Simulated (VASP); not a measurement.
Set up this calculation in VASP 6.6.1, as the native input.

```yaml
Task: single point
Functional: LDA
Potentials_or_basis: VASP PAW LDA potentials, release 64 (Zn, S)
Cutoff: 500 eV
k_mesh: 6 × 6 × 6
Occupations: gaussian, width 0.1 eV
Spin: no spin polarisation
Dipole_correction: no
Further_INCAR_settings: ALGO = Normal; EDIFF = 1e-06; NBANDS = 16
```

The structure of ZnS lies in POSCAR:

```
ZnS
1.0
    0.0000000000      2.7046500000      2.7046500000
    2.7046500000      0.0000000000      2.7046500000
    2.7046500000      2.7046500000      0.0000000000
Zn S
1 1
Direct
    0.0000000000      0.0000000000      0.0000000000
    0.7500000000      0.7500000000      0.7500000000
```

The input as run:

INCAR

```
SYSTEM = ZnS
PREC = Accurate
ENCUT = 500
EDIFF = 1E-6
ISMEAR = 0
SIGMA = 0.1
LREAL = .False.
LASPH = .True.
NELM = 120
ALGO = Normal
ISIF = 2
LWAVE = .False.
LCHARG = .False.
NBANDS = 16
GGA_COMPAT = .False.
```

KPOINTS

```
Automatic mesh
0
Gamma
  6 6 6
  0 0 0
```

Potentials or basis: VASP PAW LDA potentials, release 64 (Zn, S).

Launch:

```bash
$ cat potpaw_LDA.64/Zn/POTCAR potpaw_LDA.64/S/POTCAR > POTCAR
$ mpirun -np 1 vasp_std > vasp.out
```

Results of the run:

```yaml
Pressure: -4.5 GPa
Band_gap_on_the_k_mesh: 1.87 eV
```

Caveat: the cell stands under tension.

Run time: 7.2 s on 1 thread of Intel(R) Xeon(R) Platinum 8259CL CPU @ 2.50GHz (Skylake/Cascade Lake) (shared host), peak memory 0.14 GiB.
